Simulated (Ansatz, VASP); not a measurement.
SrO: VASP beside Ansatz

Contents of INCAR:

```
  PREC = Accurate
  ENCUT = 520
  EDIFF = 1E-6
  ISMEAR = -1
  SIGMA = 0.02
  LREAL = F
  LASPH = T
  NELM = 60
  ALGO = Normal
  ISIF = 2
  LWAVE = F
  LCHARG = F
  GGA = PE
  NBANDS = 15
```

The input KPOINTS:

```
Automatic mesh
0
Gamma
  8 8 8
```

Contents of POSCAR:

```
SrO
1.0
    0.0000000000      2.5798927426      2.5798927426
    2.5798927426      0.0000000000      2.5798927426
    2.5798927426      2.5798927426      0.0000000000
Sr O
1 1
Direct
    0.5000000000      0.5000000000      0.5000000000
    0.0000000000      0.0000000000      0.0000000000
```

Input for Ansatz:

```yaml
crystal:
  lattice:
    - [0.0, 2.5798927426, 2.5798927426]
    - [2.5798927426, 0.0, 2.5798927426]
    - [2.5798927426, 2.5798927426, 0.0]
  atoms:
    - { symbol: Sr, position: [0.5, 0.5, 0.5] }
    - { symbol: O, position: [0.0, 0.0, 0.0] }
kpoints:
  mp_grid: { grid: [8, 8, 8] }
  band_path:
    path:
      - [[0.0, 0.0, 0.0], [0.5, -2.57525723241e-34, 0.5], [0.625, 0.25, 0.625]]
      - [[0.375, 0.375, 0.75], [0.0, 0.0, 0.0], [0.5, 0.5, 0.5], [0.5, 0.25, 0.75], [0.5, -2.57525723241e-34, 0.5]]
    npoints: 10
hamiltonian:
  xc: pbe
scf:
  occupations: { method: fermi_dirac, width: 0.02 }
  n_extra_bands: 4
output:
  forces: true
  stress: true
  eigenvalues: true
  write_density: true
  write_potential: true
  elf: true
  volumetric_format: npy
```

Alike in both runs: task single point; functional PBE; k mesh 8 × 8 × 8; occupations fermi-dirac, width 0.02 eV; no spin polarisation.

|  | VASP | Ansatz |
| --- | --- | --- |
| version | VASP 6.6.1 | Ansatz 0.2.0 |
| potentials or method | VASP PAW PBE potentials, release 64 (Sr_sv, O) | plane waves, PAW |
| plane-wave cutoff (eV) | 520 | 420 |
| valence electrons in the cell | 16 | 16 |

```csv
,VASP,Ansatz,Ansatz less VASP
gap on the k mesh at the Fermi level (eV),3.27,3.32,+0.047
pressure (GPa),2.4,1.8,-0.56
```
